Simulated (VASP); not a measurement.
Set up this calculation in VASP 6.6.1, as the native input.

```
Task                   : relaxation of cell and atoms
Functional             : PBEsol
Dispersion             : D4
Potentials or basis    : VASP PAW PBE potentials, release 64 (Ta_pv, N)
Cutoff                 : 600 eV
k mesh                 : 10 × 10 × 10
Occupations            : fermi-dirac, width 0.05 eV
Spin                   : no spin polarisation
Dipole correction      : no
Further INCAR settings : ALGO = Normal; EDIFF = 1e-06; IBRION = 2; EDIFFG = -0.01; NSW = 60; ISIF = 3
```

The structure of TaN lies in POSCAR:

```
TaN
1.0
    2.7323076900      0.0000000000      0.0000000000
    0.0000000000      2.7323076900      0.0000000000
    0.0000000000      0.0000000000      2.7323076900
Ta N
1 1
Direct
    0.0000000000      0.0000000000      0.0000000000
    0.5000000000      0.5000000000      0.5000000000
```

These files were run (other wordings do the same):

INCAR

```
  PREC = Accurate
  ENCUT = 600
  EDIFF = 1E-6
  ISMEAR = -1
  SIGMA = 0.05
  LREAL = F
  LASPH = T
  NELM = 60
  ALGO = Normal
  ISIF = 3
  LWAVE = F
  LCHARG = F
  GGA = PS
  IVDW = 13
  IBRION = 2
  NSW = 60
  EDIFFG = -0.01
```

KPOINTS

```
Automatic mesh
0
Gamma
  10 10 10
```

Potentials or basis: VASP PAW PBE potentials, release 64 (Ta_pv, N).

Run with:

```console
$ cat potpaw_PBE.64/Ta_pv/POTCAR potpaw_PBE.64/N/POTCAR > POTCAR
$ mpirun -np 1 vasp_std > vasp.out
```

It gave:

The relaxed volume is 10.01 Å³/atom. The relaxed cell is a = 2.715 Å, b = 2.715 Å, c = 2.715 Å, α = 90.00°, β = 90.00°, γ = 90.00° and the space group after relaxing (to 0.05 Å) is Pm-3m (No. 221). The energy gained by relaxing is 4.0 meV/atom, the ionic steps are 3 and the pressure after relaxing is -0.1 GPa. The band gap on the k mesh is zero (band 8 reaches 15.97 eV, above the bottom of band 9 at 6.82 eV) and the dispersion energy per atom is -0.188 eV.

Caveat: the PAW data sets were made with another functional, which shifts forces and pressure a little; spin-orbit coupling is left out, which moves the levels of the heavy elements; pairwise dispersion overbinds metals, which lowers pressure and volume.

Wall time 43 s on 1 thread of Intel Xeon 8259CL, on a shared host, peak memory 0.16 GiB.
